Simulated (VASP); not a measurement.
# RuWO4 in VASP: single point with PBE

Aim: the single point of RuWO4 with PBE.

All numbers are computed with VASP 6.6.1; they aren't measurements. Logs are shortened: lines on timing, memory, paths and dates and some standing lists are left out, and cuts for length are marked.

### 1 The cell of the first run

The typed cell holds 24 atoms: a = 6.901 Å, b = 6.810 Å, c = 7.445 Å, α = 117.18°, β = 117.57°, γ = 90.07°.

### 2 Single point, PBE

File INCAR:

```
SYSTEM = RuWO4
PREC = Accurate ; ENCUT = 520
EDIFF = 1E-6 ; ISMEAR = 0
SIGMA = 0.1 ; LREAL = Auto
LASPH = .TRUE. ; NELM = 60
ALGO = Normal ; ISIF = 2
LWAVE = .FALSE. ; LCHARG = .FALSE.
GGA = PE ; NBANDS = 122
ISYM = 0
```

File KPOINTS:

```
Automatic mesh
0
Gamma
  2 2 2
  0.5 0.5 0.5
```

File POSCAR:

```
RuWO4
1.0
    4.8827577596     -4.8766381026     -0.0000018103
   -4.8186469902     -4.8125273332      0.0000200705
   -0.0320411622      4.8445945871     -5.6534929629
O Ru W
16 4 4
Direct
    0.7528462825      0.4665933843      0.5008797736
    0.5014167542      0.2150552522     -0.0019653599
    0.2527074886      0.9663784345      0.5006093687
    0.0014056322      0.7151436813      0.9979612942
    0.7470010127      0.0369822780      0.5008969246
    0.4955902372      0.7856264842      0.9980396961
    0.2468599813      0.5368815292      0.5005893475
   -0.0044722438      0.2854996653      0.9979410229
    0.9272221370      0.1245977763      0.2494172395
    0.6589621608      0.8738886314      0.7493837799
    0.4272033464      0.6245489592      0.2493286052
    0.1589861734      0.3738910570      0.7493952883
    0.3211725887      0.1274960156      0.2494086624
    0.0893902321      0.8781450995      0.7493667897
    0.8211022751      0.6274618852      0.2493419074
    0.5893937778      0.3781792793      0.7494026024
    0.6242643834      0.1261104684      0.2495797058
    0.3741335283      0.8759289915      0.7493029011
    0.1240802109      0.6259067147      0.2491665678
    0.8742040875      0.3760884814      0.7494333389
    0.7578815053      0.7597427570      0.5167824114
    0.4904869935      0.4922890342      0.9820102257
    0.2578686663      0.2596678718      0.5167547329
    0.9904940685      0.9923629846      0.9820157259
```

Potentials or basis: VASP PAW PBE potentials, release 64 (O, Ru_pv, W_sv).

On the command line:

```console
cat potpaw_PBE.64/O/POTCAR potpaw_PBE.64/Ru_pv/POTCAR potpaw_PBE.64/W_sv/POTCAR > POTCAR
mpirun -np 1 vasp_std > vasp.out
```

OUTCAR:

```text
SYSTEM = RuWO4
   PREC = Accurate
   ENCUT = 520
   EDIFF = 1E-6
   ISMEAR = 0
   LREAL = Auto
   LASPH = .TRUE.
   NELM = 60
   ISIF = 2
   GGA = PE
   ISYM = 0

 ion  position               nearest neighbor table
   1  0.753  0.467  0.501-  21 1.94  20 2.03  17 2.04
   2  0.501  0.215  0.998-  22 1.94  18 2.03  17 2.04
   3  0.253  0.966  0.501-  23 1.94  18 2.03  19 2.04
   4  0.001  0.715  0.998-  24 1.94  20 2.03  19 2.04
   5  0.747  0.037  0.501-  21 1.94  20 2.03  17 2.04
   6  0.496  0.786  0.998-  22 1.95  18 2.03  17 2.04
[... 8 lines left out ...]
  15  0.821  0.627  0.249-  22 2.03  21 2.03  19 2.09
  16  0.589  0.378  0.749-  20 1.97  22 1.98  23 1.98
  17  0.624  0.126  0.250-   5 2.04   1 2.04   6 2.04   2 2.04  13 2.09   9 2.09  20 2.83  18 2.83

  18  0.374  0.876  0.749-  14 1.97  10 1.97   7 2.03   6 2.03   2 2.03   3 2.03  19 2.83  17 2.83

  19  0.124  0.626  0.249-   8 2.04   4 2.04   7 2.04   3 2.04  11 2.09  15 2.09  20 2.83  18 2.83

  20  0.874  0.376  0.749-  16 1.97  12 1.97   4 2.03   1 2.03   8 2.03   5 2.03  19 2.83  17 2.83

  21  0.758  0.760  0.517-   5 1.94   1 1.94  14 1.98  10 1.98  15 2.03  11 2.03  24 2.63  22 3.02

  22  0.490  0.492  0.982-   2 1.94   6 1.95  12 1.98  16 1.98  11 2.03  15 2.03  23 2.63  21 3.02

  23  0.258  0.260  0.517-   3 1.94   7 1.95  12 1.98  16 1.98   9 2.03  13 2.03  22 2.63  24 3.02

  24  0.990  0.992  0.982-   8 1.94   4 1.94  10 1.98  14 1.98   9 2.03  13 2.03  21 2.63  23 3.02

IMPORTANT INFORMATION: All symmetrisations will be switched off!
NOSYMM: (Re-)initialisation of all symmetry stuff for point group C_1.

----------------------------------------------------------------------------------------

                                     Primitive cell

  volume of cell :     265.6979

  direct lattice vectors                    reciprocal lattice vectors
     4.882757760 -4.876638103 -0.000001810     0.102400093 -0.102530674 -0.088440999
    -4.818646990 -4.812527333  0.000020071    -0.103764634 -0.103894814 -0.088441521
    -0.032041162  4.844594587 -5.653492963    -0.000000401 -0.000000336 -0.176882084

  length of vectors
     6.900936351  6.810270050  7.445341230     0.169764921  0.171415094  0.176882084

  position of ions in fractional coordinates (direct lattice)
     0.752846283  0.466593384  0.500879774
     0.501416754  0.215055252  0.998034640
     0.252707489  0.966378435  0.500609369
     0.001405632  0.715143681  0.997961294
     0.747001013  0.036982278  0.500896925
     0.495590237  0.785626484  0.998039696
[... 16 lines left out ...]
     0.257868666  0.259667872  0.516754733
     0.990494068  0.992362985  0.982015726

  ion indices of the primitive-cell ions
   primitive index   ion index
                 1           1
                 2           2
                 3           3
                 4           4
                 5           5
                 6           6
[... 16 lines left out ...]
                23          23
                24          24

----------------------------------------------------------------------------------------

 KPOINTS: Automatic mesh

Automatic generation of k-mesh.
 Grid dimensions read from file:
 generate k-points for:    2    2    2

 Generating k-lattice:

  Cartesian coordinates                     Fractional coordinates (reciprocal lattice)
     0.051200046 -0.051265337 -0.044220500     0.500000000 -0.000000000  0.000000000
    -0.051882317 -0.051947407 -0.044220760    -0.000000000  0.500000000  0.000000000
    -0.000000201 -0.000000168 -0.088441042     0.000000000  0.000000000  0.500000000

  Length of vectors
     0.084882461  0.085707547  0.088441042

  Shift w.r.t. Gamma in fractional coordinates (k-lattice)
     0.500000000  0.500000000  0.500000000

 Subroutine IBZKPT returns following result:
 ===========================================

 Found      4 irreducible k-points:

 Following reciprocal coordinates:
            Coordinates               Weight
  0.250000  0.250000  0.250000      2.000000
 -0.250000  0.250000  0.250000      2.000000
  0.250000 -0.250000  0.250000      2.000000
 -0.250000 -0.250000  0.250000      2.000000
   k-points           NKPTS =      4   k-points in BZ     NKDIM =      4   number of bands    NBANDS=    122
   number of dos      NEDOS =    301   number of ions     NIONS =     24
   total plane-waves  NPLWV = 163296
   dimension x,y,z NGX =    54 NGY =   54 NGZ =   56
   dimension x,y,z NGXF=   108 NGYF=  108 NGZF=  112
   ions per type =              16   4   4
   NGX,Y,Z   is equivalent  to a cutoff of  13.01, 13.18, 12.50 a.u.
   NGXF,Y,Z  is equivalent  to a cutoff of  26.02, 26.36, 25.01 a.u.
 SYSTEM =  RuWO4
   PREC   = accura    normal or accurate (medium, high low for compatibility)
   ISTART =      0    job   : 0-new  1-cont  2-samecut
   ICHARG =      2    charge: 1-file 2-atom 10-const
   ISPIN  =      1    spin polarized calculation?
   LNONCOLLINEAR =      F non collinear calculations
   LSORBIT =      F    spin-orbit coupling
   LASPH  =      T    aspherical Exc in radial PAW
   ENCUT  =  520.0 eV  38.22 Ry    6.18 a.u.  12.83 12.66 13.84*2*pi/ulx,y,z
   NELM   =     60;   NELMIN=  2; NELMDL= -5     # of ELM steps
   EDIFF  = 0.1E-05   stopping-criterion for ELM
   LREAL  =      T    real-space projection
   EDIFFG = 0.1E-04   stopping-criterion for IOM
   NSW    =      0    number of steps for IOM
   IBRION =     -1    ionic relax: 0-MD 1-quasi-New 2-CG
   NFREE  =      0    steps in history (QN), initial steepest desc. (CG)
   ISIF   =      2    stress and relaxation
   ISYM   =      0    0-nonsym 1-usesym 2-fastsym
   POTIM  = 0.5000    time-step for ionic-motion
   TEBEG  =    0.0;   TEEND  =   0.0 temperature during run
   PSTRESS=    0.0 pullay stress
   NELECT =     208.0000    total number of electrons
   NUPDOWN=      -1.0000    fix difference up-down
   EMIN   =  10.00;   EMAX   =-10.00  energy-range for DOS
   EFERMI =   0.00;   METHOD = LEGACY
   ISMEAR =     0;   SIGMA  =   0.10  broadening in eV -4-tet -1-fermi 0-gaus
   EFERMI_NEDOS =   21; number of points for ismear=-14 and -15
   IALGO  =     38    algorithm
   IMIX   =      4    mixing-type and parameters
     AMIX     =   0.40;   BMIX     =  1.00
     AMIX_MAG =   1.60;   BMIX_MAG =  1.00
  volume/ion in A,a.u.               =      11.07        74.71
  Fermi-wavevector in a.u.,A,eV,Ry     =   1.508805  2.851229 30.973576  2.276494
  Thomas-Fermi vector in A             =   2.619211
   LORBIT       =      0    0 simple, 1 ext, 2 COOP (PROOUT), +10 PAW based schemes
   GGA     = PE    functional components
   LHFCALC =     F    Hartree Fock is set to
   AEXX    =    0.0000 exact exchange contribution
   IVDW    =     0    specifies the selected vdW correction
   LEPSILON=     F    determine dielectric tensor
   LRPA    =     F    only Hartree local field effects (RPA)
 non-spin polarized calculation
 Gauss-broadening in eV      SIGMA  =   0.10
  energy-cutoff  :      520.00
  volume of cell :      265.70
 maximum number of plane-waves:      7160
 NGX is ok and might be reduce to    54
   NGX = 25   NGY = 25   NGZ = 27

 number of electron     208.0000003 magnetization

 Free energy of the ion-electron system (eV)
  ---------------------------------------------------
  ext. energy  EPLUGINS =         0.00000000
  ---------------------------------------------------
  free energy    TOTEN  =      -204.69801769 eV

  energy without entropy =     -204.65279299  energy(sigma->0) =     -204.67540534

 E-fermi :   6.7748     XC(G=0): -11.7821

 val. band max:        6.5734861041   @ k =  -0.2500  -0.2500   0.2500
 cond. band min:       6.8162652828   @ k =  -0.2500   0.2500   0.2500
 fundamental gap:      0.2427791787
 Fermi energy:         6.7748194950

 k-point     1 :       0.2500    0.2500    0.2500
  band No.  band energies     occupation
      1     -68.6648      2.00000
      2     -68.6559      2.00000
      3     -68.6140      2.00000
      4     -68.6050      2.00000
      5     -36.9682      2.00000
      6     -36.9564      2.00000
[... 108 lines left out ...]
    115       9.2983      0.00000
    116       9.3038      0.00000

 k-point     2 :      -0.2500    0.2500    0.2500
  band No.  band energies     occupation
      1     -68.6611      2.00000
      2     -68.6604      2.00000
      3     -68.6095      2.00000
      4     -68.6088      2.00000
      5     -36.9665      2.00000
      6     -36.9585      2.00000
[... 108 lines left out ...]
    115       9.2360      0.00000
    116       9.3192      0.00000

 k-point     3 :       0.2500   -0.2500    0.2500
  band No.  band energies     occupation
      1     -68.6611      2.00000
      2     -68.6604      2.00000
      3     -68.6095      2.00000
      4     -68.6088      2.00000
      5     -36.9665      2.00000
      6     -36.9585      2.00000
[... 108 lines left out ...]
    115       9.2360      0.00000
    116       9.3192      0.00000

 k-point     4 :      -0.2500   -0.2500    0.2500
  band No.  band energies     occupation
      1     -68.6648      2.00000
      2     -68.6559      2.00000
      3     -68.6140      2.00000
      4     -68.6050      2.00000
      5     -36.9680      2.00000
      6     -36.9565      2.00000
[... 108 lines left out ...]
    115       9.0545      0.00000
    116       9.2449      0.00000
 [bands above 116 left out]

------------------------ aborting loop because EDIFF is reached ----------------------------------------

  FORCE on cell =-STRESS in cart. coord.  units (eV):
  Direction    XX          YY          ZZ          XY          YZ          ZX
  --------------------------------------------------------------------------------------
  -------------------------------------------------------------------------------------
  Total        1.7292794      1.7072442      2.5033132      0.2525285      0.0062721     -0.0026854
  in kB       10.4276772     10.2948036     15.0951560      1.5227647      0.0378210     -0.0161929
  external PRESSURE =      11.9392122 kB  Pullay stress =       0.0000000 kB

 VOLUME and BASIS-vectors are now :
 -----------------------------------------------------------------------------
  energy-cutoff  :      520.00
  volume of cell :      265.70
      direct lattice vectors                 reciprocal lattice vectors
     4.882757760 -4.876638103 -0.000001810     0.102400093 -0.102530674 -0.088440999
    -4.818646990 -4.812527333  0.000020071    -0.103764634 -0.103894814 -0.088441521
    -0.032041162  4.844594587 -5.653492963    -0.000000401 -0.000000336 -0.176882084

 POSITION                                       TOTAL-FORCE (eV/Angst)
 -----------------------------------------------------------------------------------
      1.41157     -3.49029     -2.83171         0.083333      0.084400      0.000979
      1.38004      1.35489     -5.64238         0.082848      0.081327      0.002620
     -3.43877     -3.45784     -2.83017         0.081278      0.081740     -0.002601
     -3.47114      1.38621     -5.64195         0.083624      0.081053      0.004057
      3.45317     -1.39419     -2.83182        -0.084242     -0.082464     -0.000464
     -1.39779     -1.36257     -5.64240        -0.080427     -0.079109     -0.000384
[... 16 lines left out ...]
     -0.00869     -0.00372     -2.92146        -0.001381     -0.001625      0.083399
      0.02303     -4.84859     -5.55180         0.001352     -0.000056     -0.083880
 -----------------------------------------------------------------------------------
    total drift:                               -0.013214     -0.005538      0.010917

  FREE ENERGIE OF THE ION-ELECTRON SYSTEM (eV)
  ---------------------------------------------------
  free  energy   TOTEN  =      -204.6980176901 eV

  energy  without entropy=     -204.6527929906  energy(sigma->0) =     -204.67540534
```

Wall time 5.4 min (1 thread of Intel Xeon Platinum 8488C (Sapphire Rapids), shared host); peak memory 0.42 GiB.

Results:

```yaml
Free_energy: -204.6980 eV
Pressure: 1.2 GPa
Largest_force: 0.192 eV/Å
Band_gap_on_the_k_mesh: zero (bands 104 and 105 overlap by 0.24 eV)
```

Forces in eV/Å, atoms in the order of the input:
```
O    0.083  0.084  0.001
O    0.083  0.081  0.003
O    0.081  0.082 -0.003
O    0.084  0.081  0.004
O   -0.084 -0.082  0.000
O   -0.080 -0.079  0.000
O   -0.079 -0.078 -0.003
O   -0.082 -0.082  0.001
O   -0.086  0.087 -0.001
O   -0.133  0.138  0.002
O   -0.087  0.087 -0.003
O   -0.133  0.135  0.002
O    0.086 -0.087 -0.001
O    0.131 -0.136  0.000
O    0.087 -0.089 -0.001
O    0.129 -0.134  0.001
Ru   0.001  0.000  0.003
Ru  -0.001 -0.005  0.000
Ru  -0.002  0.002 -0.005
Ru   0.002  0.000  0.000
W    0.000  0.001  0.085
W    0.000 -0.003 -0.084
W   -0.001 -0.002  0.083
W    0.001  0.000 -0.084
```

Caveat: the k points lie up to 0.54 Å⁻¹ apart; spin-orbit coupling is left out, which moves the levels of the heavy elements.
